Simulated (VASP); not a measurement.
Write the native input for VASP 6.6.1 that does the following.

```
Task                   : single point
Functional             : r2SCAN
Potentials or basis    : VASP PAW PBE potentials, release 64 (Mg, Sn_d)
Cutoff                 : 660 eV
k mesh                 : 6 × 6 × 6
Occupations            : gaussian, width 0.05 eV
Spin                   : non-collinear spin, zero start, spin-orbit coupling
Starting moments       : [[0.0, 0.0, 0.0], [0.0, 0.0, 0.0], [0.0, 0.0, 0.0]] μB
Dipole correction      : no
Further INCAR settings : ALGO = Normal; EDIFF = 1e-06; NBANDS = 31
```

Mg2Sn:

```
Mg Sn
1.0
     0.00000    3.43491    3.43491
     3.43491    0.00000    3.43491
     3.43491    3.43491    0.00000
Mg Sn
2 1
Direct
  0.25000 0.25000 0.25000
  0.75000 0.75000 0.75000
  0.00000 0.00000 0.00000
```

One way to write it, as run:

POSCAR

```
Mg2Sn
1.0
    0.0000000000      3.4349118457      3.4349118457
    3.4349118457      0.0000000000      3.4349118457
    3.4349118457      3.4349118457      0.0000000000
Mg Sn
2 1
Direct
    0.2500000000      0.2500000000      0.2500000000
    0.7500000000      0.7500000000      0.7500000000
    0.0000000000      0.0000000000      0.0000000000
```

INCAR.step1

```
PREC = Accurate
ENCUT = 660
ISMEAR = 0
SIGMA = 0.05
LREAL = F
LASPH = T
NELM = 200
LNONCOLLINEAR = T
MAGMOM = 0 0 0 0 0 0 0 0 0
LSORBIT = T
GGA_COMPAT = F
NBANDS = 31
GGA = PE
ALGO = Normal
EDIFF = 1E-5
LWAVE = T
LCHARG = F
```

INCAR.step2

```
PREC = Accurate
ENCUT = 660
EDIFF = 1E-6
ISMEAR = 0
SIGMA = 0.05
LREAL = F
LASPH = T
NELM = 200
ALGO = Normal
ISIF = 2
LWAVE = F
LCHARG = F
LNONCOLLINEAR = T
MAGMOM = 0 0 0 0 0 0 0 0 0
LORBIT = 11
LSORBIT = T
GGA_COMPAT = F
LORBMOM = T
METAGGA = R2SCAN
LMIXTAU = T
NBANDS = 31
ISTART = 1
```

KPOINTS

```
Automatic mesh
0
Gamma
  6 6 6
```

Potentials or basis: VASP PAW PBE potentials, release 64 (Mg, Sn_d).

Command:

```bash
$ cat potpaw_PBE.64/Mg/POTCAR potpaw_PBE.64/Sn_d/POTCAR > POTCAR
$ cp INCAR.step1 INCAR
$ mpirun -np 1 vasp_ncl > vasp.out
$ cp INCAR.step2 INCAR
$ mpirun -np 1 vasp_ncl > vasp.out
```

It gave:

```
Pressure                                              : -2.2 GPa
Net moment                                            : 0.00 μB per cell
Valence electrons inside the program's atomic spheres : Mg 0.30; Sn 12.49
```

Caveat: the PAW data sets were made with another functional, which shifts forces and pressure a little.

Run time: 11 min on 1 thread of Intel(R) Xeon(R) Platinum 8259CL CPU @ 2.50GHz (Skylake/Cascade Lake), on a shared host, peak memory 0.71 GiB.
